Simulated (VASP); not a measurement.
# FeO (R-3m) in VASP: notebook

FeO is run at these levels: PBE+U; tasks: single point.

Everything below comes from runs of VASP 6.6.1. Logs are shortened: lines on timing, memory, paths and dates and some standing lists are left out, and cuts for length are marked.

### Step 1. The cell of the first run

Symmetry: R-3m, No. 166, trigonal system. Conventional cell: a = 3.091 Å, b = 3.091 Å, c = 7.355 Å, α = 90.00°, β = 90.00°, γ = 120.00°. Fe (site symmetry -3m) has 6 O at 2.17 Å within 2.9 Å. Within 2.9 Å of O (site symmetry -3m) lie 6 Fe at 2.17 Å.

### Step 2. Single point, PBE+U, collinear spin, ferromagnetic start

Input file INCAR:

```
SYSTEM = FeO
ALGO = Normal ; EDIFF = 1E-6
ENCUT = 520 ; GGA = PE
ISIF = 2 ; ISMEAR = -1
ISPIN = 2 ; LASPH = .TRUE.
LCHARG = .FALSE. ; LDAU = .TRUE.
LDAUJ = 0 0 ; LDAUL = 2 -1
LDAUPRINT = 1 ; LDAUTYPE = 2
LDAUU = 1 0 ; LMAXMIX = 4
LORBIT = 11 ; LREAL = .FALSE.
LWAVE = .FALSE. ; MAGMOM = 3 0
NBANDS = 18 ; NELM = 150
PREC = Accurate ; SIGMA = 0.05
```

Input file KPOINTS:

```
k-points
0
G
  11 11 11
  0 0 0
```

Input file POSCAR:

```
FeO
1.0
   -0.0418632945      2.1439983639      2.1439983639
    2.1439983639     -0.0418632945      2.1439983639
    2.1439983639      2.1439983639     -0.0418632945
Fe O
1 1
Direct
    0.0000000000      0.0000000000      0.0000000000
    0.5000000000      0.5000000000      0.5000000000
```

Potentials or basis: VASP PAW PBE potentials, release 64 (Fe, O).

The run is started by

```sh
cat potpaw_PBE.64/Fe/POTCAR potpaw_PBE.64/O/POTCAR > POTCAR
mpirun -np 1 vasp_std > vasp.out
```

OUTCAR:

```text
SYSTEM = FeO
   EDIFF = 1E-6
   ENCUT = 520
   GGA = PE
   ISIF = 2
   ISMEAR = -1
   ISPIN = 2
   LASPH = .TRUE.
   LORBIT = 11
   LREAL = .FALSE.
   NELM = 150
   PREC = Accurate

 ion  position               nearest neighbor table
   1  0.000  0.000  0.000-   2 2.17   2 2.17   2 2.17   2 2.17   2 2.17   2 2.17
   2  0.500  0.500  0.500-   1 2.17   1 2.17   1 2.17   1 2.17   1 2.17   1 2.17

  LATTYP: Found a trigonal (rhomboedric) cell.
 ALAT       =     3.0323605498
 COS(alpha) =     0.4803826201

  Lattice vectors:

 A1 = (  -0.0418632945,   2.1439983639,   2.1439983639)
 A2 = (   2.1439983639,  -0.0418632945,   2.1439983639)
 A3 = (   2.1439983639,   2.1439983639,  -0.0418632945)

Analysis of symmetry for initial positions (statically):
=====================================================================
 Subroutine PRICEL returns:
 Original cell was already a primitive cell.

 Routine SETGRP: Setting up the symmetry group for a
 trigonal (rhombohedral) supercell.

 Subroutine GETGRP returns: Found 12 space group operations
 (whereof 12 operations were pure point group operations)
 out of a pool of 12 trial point group operations.

The static configuration has the point symmetry D_3d.

Analysis of symmetry for dynamics (positions and initial velocities):
=====================================================================
 Subroutine PRICEL returns:
 Original cell was already a primitive cell.

 Routine SETGRP: Setting up the symmetry group for a
 trigonal (rhombohedral) supercell.

 Subroutine GETGRP returns: Found 12 space group operations
 (whereof 12 operations were pure point group operations)
 out of a pool of 12 trial point group operations.

The dynamic configuration has the point symmetry D_3d.

Analysis of structural, dynamic, and magnetic symmetry:
=====================================================================
 Subroutine PRICEL returns:
 Original cell was already a primitive cell.

 Routine SETGRP: Setting up the symmetry group for a
 trigonal (rhombohedral) supercell.

 Subroutine GETGRP returns: Found 12 space group operations
 (whereof 12 operations were pure point group operations)
 out of a pool of 12 trial point group operations.

The overall configuration has the point symmetry D_3d.

 Subroutine INISYM returns: Found 12 space group operations
 (whereof 12 operations are pure point group operations),
 and found     1 'primitive' translations

----------------------------------------------------------------------------------------

                                     Primitive cell

  volume of cell :      20.2880

  direct lattice vectors                    reciprocal lattice vectors
    -0.041863295  2.143998364  2.143998364    -0.226487536  0.230997957  0.230997957
     2.143998364 -0.041863295  2.143998364     0.230997957 -0.226487536  0.230997957
     2.143998364  2.143998364 -0.041863295     0.230997957  0.230997957 -0.226487536

  length of vectors
     3.032360550  3.032360550  3.032360550     0.397513166  0.397513166  0.397513166

  position of ions in fractional coordinates (direct lattice)
     0.000000000  0.000000000  0.000000000
     0.500000000  0.500000000  0.500000000

  ion indices of the primitive-cell ions
   primitive index   ion index
                 1           1
                 2           2

----------------------------------------------------------------------------------------

 KPOINTS: k-points

Automatic generation of k-mesh.
 Grid dimensions read from file:
 generate k-points for:   11   11   11

 Generating k-lattice:

  Cartesian coordinates                     Fractional coordinates (reciprocal lattice)
    -0.020589776  0.020999814  0.020999814     0.090909091  0.000000000 -0.000000000
[... 63 lines left out ...]
   IBRION =     -1    ionic relax: 0-MD 1-quasi-New 2-CG
   NFREE  =      0    steps in history (QN), initial steepest desc. (CG)
   ISIF   =      2    stress and relaxation
   ISYM   =      2    0-nonsym 1-usesym 2-fastsym
   POTIM  = 0.5000    time-step for ionic-motion
   TEBEG  =    0.0;   TEEND  =   0.0 temperature during run
   PSTRESS=    0.0 pullay stress
   NELECT =      14.0000    total number of electrons
   NUPDOWN=      -1.0000    fix difference up-down
   EMIN   =  10.00;   EMAX   =-10.00  energy-range for DOS
   EFERMI =   0.00;   METHOD = LEGACY
   ISMEAR =    -1;   SIGMA  =   0.05  broadening in eV -4-tet -1-fermi 0-gaus
   EFERMI_NEDOS =   21; number of points for ismear=-14 and -15
   IALGO  =     38    algorithm
   IMIX   =      4    mixing-type and parameters
     AMIX     =   0.40;   BMIX     =  1.00
     AMIX_MAG =   1.60;   BMIX_MAG =  1.00
  volume/ion in A,a.u.               =      10.14        68.46
  Fermi-wavevector in a.u.,A,eV,Ry     =   1.446676  2.733821 28.475232  2.092871
  Thomas-Fermi vector in A             =   2.564717
   LORBIT       =     11    0 simple, 1 ext, 2 COOP (PROOUT), +10 PAW based schemes
 LDA+U is selected, type is set to LDAUTYPE =  2
   angular momentum for each species LDAUL =     2   -1
   U (eV)           for each species LDAUU =   1.0  0.0
   J (eV)           for each species LDAUJ =   0.0  0.0
   GGA     = PE    functional components
   LHFCALC =     F    Hartree Fock is set to
   AEXX    =    0.0000 exact exchange contribution
   IVDW    =     0    specifies the selected vdW correction
   LEPSILON=     F    determine dielectric tensor
   LRPA    =     F    only Hartree local field effects (RPA)
 spin polarized calculation
  energy-cutoff  :      520.00
  volume of cell :       20.29
 maximum number of plane-waves:       557
   NGX = 11   NGY = 11   NGZ = 11

atom =   1  type =  1  l = 2

 onsite density matrix

spin component  1

  0.9548 -0.0001  0.0007 -0.0001  0.0000
 -0.0001  0.9548 -0.0003 -0.0001  0.0006
  0.0007 -0.0003  0.9966 -0.0003 -0.0000
 -0.0001 -0.0001 -0.0003  0.9548 -0.0006
  0.0000  0.0006 -0.0000 -0.0006  0.9966

spin component  2

  0.3191 -0.0118 -0.0080 -0.0118 -0.0000
 -0.0118  0.3191  0.0040 -0.0118 -0.0069
 -0.0080  0.0040  0.1388  0.0040 -0.0000
 -0.0118 -0.0118  0.0040  0.3191  0.0069
 -0.0000 -0.0069 -0.0000  0.0069  0.1388

 occupancies and eigenvectors

  o =  0.1383  v =  0.0000  0.0000  0.0000  0.0000  0.0000 -0.0412  0.0217 -0.9983  0.0195  0.0307      0.0000  0.0000  0.0000  0.0000  0.0000  0.0000  0.0000  0.0000  0.0000  0.0000
  o =  0.1383  v =  0.0000  0.0000  0.0000  0.0000  0.0000  0.0013  0.0351  0.0307 -0.0363  0.9983      0.0000  0.0000  0.0000  0.0000  0.0000  0.0000  0.0000  0.0000  0.0000  0.0000
  o =  0.2955  v =  0.0000  0.0000  0.0000  0.0000  0.0000 -0.5774 -0.5774  0.0000 -0.5774  0.0000      0.0000  0.0000  0.0000  0.0000  0.0000  0.0000  0.0000  0.0000  0.0000  0.0000
  o =  0.3314  v =  0.0000  0.0000  0.0000  0.0000  0.0000 -0.7941  0.2364  0.0492  0.5577  0.0115      0.0000  0.0000  0.0000  0.0000  0.0000  0.0000  0.0000  0.0000  0.0000  0.0000
  o =  0.3314  v =  0.0000  0.0000  0.0000  0.0000  0.0000  0.1855 -0.7804 -0.0115  0.5949  0.0492      0.0000  0.0000  0.0000  0.0000  0.0000  0.0000  0.0000  0.0000  0.0000  0.0000
  o =  0.9546  v =  0.5774  0.5774  0.0000  0.5774  0.0000  0.0000  0.0000  0.0000  0.0000  0.0000      0.0000  0.0000  0.0000  0.0000  0.0000  0.0000  0.0000  0.0000  0.0000  0.0000
  o =  0.9549  v = -0.6069  0.7763  0.0145 -0.1694 -0.0130  0.0000  0.0000  0.0000  0.0000  0.0000      0.0000  0.0000  0.0000  0.0000  0.0000  0.0000  0.0000  0.0000  0.0000  0.0000
  o =  0.9549  v = -0.5460 -0.2526  0.0130  0.7986  0.0145  0.0000  0.0000  0.0000  0.0000  0.0000      0.0000  0.0000  0.0000  0.0000  0.0000  0.0000  0.0000  0.0000  0.0000  0.0000
  o =  0.9966  v = -0.0062 -0.0096 -0.3907  0.0158 -0.9203  0.0000  0.0000  0.0000  0.0000  0.0000      0.0000  0.0000  0.0000  0.0000  0.0000  0.0000  0.0000  0.0000  0.0000  0.0000
  o =  0.9966  v =  0.0147 -0.0127  0.9203 -0.0019 -0.3907  0.0000  0.0000  0.0000  0.0000  0.0000      0.0000  0.0000  0.0000  0.0000  0.0000  0.0000  0.0000  0.0000  0.0000  0.0000

 number of electron      14.0000002 magnetization       4.0012454

 Free energy of the ion-electron system (eV)
  ---------------------------------------------------
  ext. energy  EPLUGINS =         0.00000000
  ---------------------------------------------------
  free energy    TOTEN  =       -14.40839494 eV

  energy without entropy =      -14.39677530  energy(sigma->0) =      -14.40258512

 E-fermi :   6.1797     XC(G=0): -12.0891

 val. band max:        6.1706544378   @ k =   0.2727   0.1818   0.0909
 cond. band min:       6.1805547983   @ k =   0.2727   0.0909  -0.0000
 fundamental gap:      0.0099003605
 Fermi energy:         6.1797348907

 spin component 1

 k-point     1 :       0.0000    0.0000    0.0000
  band No.  band energies     occupation
      1     -14.4945      1.00000
      2       1.6877      1.00000
      3       1.6877      1.00000
      4       1.7429      1.00000
      5       1.8417      1.00000
      6       1.8417      1.00000
[... 1001 lines left out ...]
     17      32.7049      0.00000
     18      34.8974      0.00000

 [... further k-points ...]

------------------------ aborting loop because EDIFF is reached ----------------------------------------

  FORCE on cell =-STRESS in cart. coord.  units (eV):
  Direction    XX          YY          ZZ          XY          YZ          ZX
  --------------------------------------------------------------------------------------
  -------------------------------------------------------------------------------------
  Total       -0.3061573     -0.3061573     -0.3061573      0.0877000      0.0877000      0.0877000
  in kB      -24.1777686    -24.1777686    -24.1777686      6.9258218      6.9258218      6.9258218
  external PRESSURE =     -24.1777686 kB  Pullay stress =       0.0000000 kB

 VOLUME and BASIS-vectors are now :
 -----------------------------------------------------------------------------
  energy-cutoff  :      520.00
  volume of cell :       20.29
      direct lattice vectors                 reciprocal lattice vectors
    -0.041863295  2.143998364  2.143998364    -0.226487536  0.230997957  0.230997957
     2.143998364 -0.041863295  2.143998364     0.230997957 -0.226487536  0.230997957
     2.143998364  2.143998364 -0.041863295     0.230997957  0.230997957 -0.226487536

 POSITION                                       TOTAL-FORCE (eV/Angst)
 -----------------------------------------------------------------------------------
      0.00000      0.00000      0.00000         0.000000     -0.000000     -0.000000
      2.12307      2.12307      2.12307        -0.000000      0.000000      0.000000
 -----------------------------------------------------------------------------------
    total drift:                                0.000000     -0.000000      0.000000

  FREE ENERGIE OF THE ION-ELECTRON SYSTEM (eV)
  ---------------------------------------------------
  free  energy   TOTEN  =       -14.4083949449 eV

  energy  without entropy=      -14.3967753016  energy(sigma->0) =      -14.40258512

 total charge

# of ion       s       p       d       tot
------------------------------------------
    1        0.286   0.352   6.071   6.709
    2        1.555   3.437   0.000   4.992
--------------------------------------------------
tot          1.841   3.788   6.071  11.701

 magnetization (x)

# of ion       s       p       d       tot
------------------------------------------
    1        0.026   0.021   3.622   3.669
    2        0.028   0.248   0.000   0.275
--------------------------------------------------
tot          0.054   0.268   3.622   3.944
```

Run time: 1.7 min. Hardware: 1 thread of Intel Xeon 6975P-C (Granite Rapids), shared host; peak memory 0.21 GiB.

Results:

```yaml
Free_energy: -14.4084 eV
Pressure: -2.4 GPa
Band_gap_on_the_k_mesh: zero (filled and empty bands overlap)
Net_moment: 4.00 μB per cell
Site_moments: Fe +3.67; O +0.28 μB
Valence_electrons_inside_the_program's_atomic_spheres: Fe 6.71; O 4.99
```

Eigenvalues of the final occupation matrices:
```csv
site,spin,trace,eigenvalues
site 1 d,1,4.86,0.95 0.95 0.95 1.00 1.00
site 1 d,2,1.23,0.14 0.14 0.30 0.33 0.33
```

Caveat: a cell with one magnetic atom can't hold antiferromagnetic order, which such compounds often take.

[end of part 1 of 2]
